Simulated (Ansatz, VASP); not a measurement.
MgO in VASP and in Ansatz

INCAR

```
PREC = Accurate
ENCUT = 520
EDIFF = 1E-6
ISMEAR = -1
SIGMA = 0.08
LREAL = F
LASPH = T
NELM = 60
ALGO = Normal
ISIF = 2
LWAVE = F
LCHARG = F
GGA = PE
NBANDS = 11
```

Contents of KPOINTS:

```
regular mesh
0
Gamma
  17 17 17
```

The input POSCAR:

```
MgO
1.0
    0.0000000000      1.9578860966      1.9578860966
    1.9578860966      0.0000000000      1.9578860966
    1.9578860966      1.9578860966      0.0000000000
Mg O
1 1
Direct
    0.0000000000      0.0000000000      0.0000000000
    0.5000000000      0.5000000000      0.5000000000
```

Input for Ansatz:

```yaml
crystal:
  lattice:
    - [0.0, 1.9578860966, 1.9578860966]
    - [1.9578860966, 0.0, 1.9578860966]
    - [1.9578860966, 1.9578860966, 0.0]
  atoms:
    - { symbol: Mg, position: [0.0, 0.0, 0.0] }
    - { symbol: O, position: [0.5, 0.5, 0.5] }
kpoints:
  mp_grid: { grid: [17, 17, 17] }
scf:
  occupations: { method: fermi_dirac, width: 0.08 }
hamiltonian:
  xc: pbe
  pseudopotentials: { kind: paw }
output:
  forces: true
  stress: true
  eigenvalues: true
  write_density: true
  write_potential: true
  elf: true
  volumetric_format: npy
```

Change from the starting cell: volume scaled by 0.78, to set the pressure.

Alike in both runs: task single point; functional PBE; k mesh 17 × 17 × 17; occupations fermi-dirac, width 0.08 eV; no spin polarisation.

|  | VASP | Ansatz |
| --- | --- | --- |
| version | VASP 6.6.1 | Ansatz 0.2.0 |
| potentials or method | VASP PAW PBE potentials, release 64 (Mg, O) | PAW with Ansatz's default frozen-core files, scalar-relativistic |
| plane-wave cutoff (eV) | 520 | 420 |
| valence electrons in the cell | 8 | 16 |

Ansatz gave:

* gap on the k mesh at the Fermi level (eV): 7.17
* pressure (GPa): 61.7

Task: Estimate VASP's values.

Result: gap on the k mesh at the Fermi level (eV): 7.17; pressure (GPa): 61.5.

Both programs put the cell under a high pressure, so it lies far from rest at this level. VASP's potentials hold 8 valence electrons a cell and Ansatz's 16, so a difference there can come from the potentials and not from the codes.

Noted on VASP's run: the cell as given lies far from equilibrium.
